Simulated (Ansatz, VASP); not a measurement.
**GaN in VASP and in Ansatz**

Contents of POSCAR:

```
GaN
1.0
    0.0000000000      2.2152027158      2.2152027158
    2.2489367673     -0.0337340515      2.2489367673
    2.2489367673      2.2489367673     -0.0337340515
Ga N
1 1
Direct
    0.0000000000      0.0000000000      0.0000000000
    0.7500000000      0.7500000000      0.7500000000
```

File INCAR.step1:

```
SYSTEM = GaN
PREC     = Accurate       ! precision mode
ENCUT    = 520            ! plane-wave cutoff, eV
ISMEAR   = 0              ! smearing method
SIGMA    = 0.05           ! smearing width, eV
LREAL    = .False.        ! projectors in reciprocal space
LASPH    = .True.         ! aspherical terms in the spheres
NELM     = 100            ! most SCF steps
NBANDS   = 16             ! bands
GGA      = PE             ! functional
ALGO     = Normal         ! electronic algorithm
EDIFF    = 1E-4           ! SCF threshold, eV
LWAVE    = .True.         ! write WAVECAR
LCHARG   = .False.        ! write CHGCAR
```

INCAR.step2

```
SYSTEM = GaN
PREC     = Accurate       ! precision mode
ENCUT    = 520            ! plane-wave cutoff, eV
EDIFF    = 1E-6           ! SCF threshold, eV
ISMEAR   = 0              ! smearing method
SIGMA    = 0.05           ! smearing width, eV
LREAL    = .False.        ! projectors in reciprocal space
LASPH    = .True.         ! aspherical terms in the spheres
NELM     = 100            ! most SCF steps
ALGO     = Normal         ! electronic algorithm
ISIF     = 2              ! what is computed and relaxed
LWAVE    = .False.        ! write WAVECAR
LCHARG   = .False.        ! write CHGCAR
METAGGA  = R2SCAN         ! meta-GGA
LMIXTAU  = .True.       
NBANDS   = 16             ! bands
ISTART   = 1
```

Contents of KPOINTS:

```
Automatic mesh
0
Gamma
  10 10 10
  0 0 0
```

Input for Ansatz:

```yaml
crystal:
  lattice:
    - [0.0, 2.2152027158, 2.2152027158]
    - [2.2489367673, -0.0337340515, 2.2489367673]
    - [2.2489367673, 2.2489367673, -0.0337340515]
  atoms:
    - { symbol: Ga, position: [0.0, 0.0, 0.0] }
    - { symbol: "N", position: [0.75, 0.75, 0.75] }
basis:
  ecutwfc: 500
kpoints:
  mp_grid: { grid: [10, 10, 10] }
hamiltonian:
  xc: r2scan
scf:
  occupations: { method: gaussian, width: 0.05 }
output:
  forces: true
  stress: true
  eigenvalues: true
```

Change from the starting cell: strain -0.0300 x Voigt [0, 0, 0, 1, 0, 0], atoms carried along.

Alike in both runs: task single point; functional r2SCAN; k mesh 10 × 10 × 10; occupations gaussian, width 0.05 eV; no spin polarisation.

```csv
,VASP,Ansatz
version,VASP 6.6.1,Ansatz 0.2.0
potentials or method,"VASP PAW PBE potentials, release 64 (Ga_d, N), cutoff 520 eV","scalar-relativistic, plane waves, PAW"
valence electrons in the cell,18,18
```

```tsv
	VASP	Ansatz	Ansatz less VASP
gap on the k mesh at the Fermi level (eV)	2.08	2.09	+0.010
least direct gap on the mesh (eV)	2.08	2.09	+0.010
pressure (GPa)	1.3	0.2	-1.03
traceless stress, the component that is largest in VASP (GPa)	6.07	6.02	-0.049
rms of the force components (eV/Å)	0.152	0.146	-0.0059
```

VASP's potentials were made for PBE, not for r2SCAN. Atom by atom the forces differ by 0.006 eV/Å (rms over components). The functional is the same, so the differences come from potentials, cutoffs and numerics.
